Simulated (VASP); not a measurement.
Input of a VASP 6.6.1 run:

File INCAR:

```
SYSTEM = NaP2
PREC = Accurate
ENCUT = 520
EDIFF = 1E-6
ISMEAR = 0
SIGMA = 0.1
LREAL = .FALSE.
LASPH = .TRUE.
NELM = 60
ALGO = Normal
ISIF = 2
LWAVE = .FALSE.
LCHARG = .FALSE.
GGA = PE
NBANDS = 16
```

The input KPOINTS:

```
Automatic mesh
0
G
  6 6 4
  0 0 0
```

POSCAR

```
NaP2
1.0
    4.4131312233     -1.6641794636      0.0000000000
    4.4131312233      1.6641794636      0.0000000000
   -0.4513815001      0.0000000000      4.2583707829
Na P
1 2
Direct
    0.0000000000      0.0000000000      0.5000000000
    0.7020682811      0.7020682811      0.1201082772
    0.2979317189      0.2979317189      0.8798917228
```

Potentials or basis: VASP PAW PBE potentials, release 64 (Na_pv, P).

Launch:

```bash
$ cat potpaw_PBE.64/Na_pv/POTCAR potpaw_PBE.64/P/POTCAR > POTCAR
$ mpirun -np 1 vasp_std > vasp.out
```

Task: Predict the band gap on the k mesh.

Result: Zero (an odd number of electrons rules out a gap without spin polarisation).

Task: Estimate the pressure.

Result: 0.2 GPa.

Task: Estimate the largest force.

Result: 0.169 eV/Å.

Stress tensor (GPa, compression positive):
```
 1.25  0.00  0.24
 0.00 -0.17  0.00
 0.24  0.00 -0.36
```

Caveat: the k points lie up to 0.37 Å⁻¹ apart, too coarse for converged energies and pressures of a metal; an odd number of electrons without spin polarisation forces a metal; a magnetic or distorted state may lie lower.
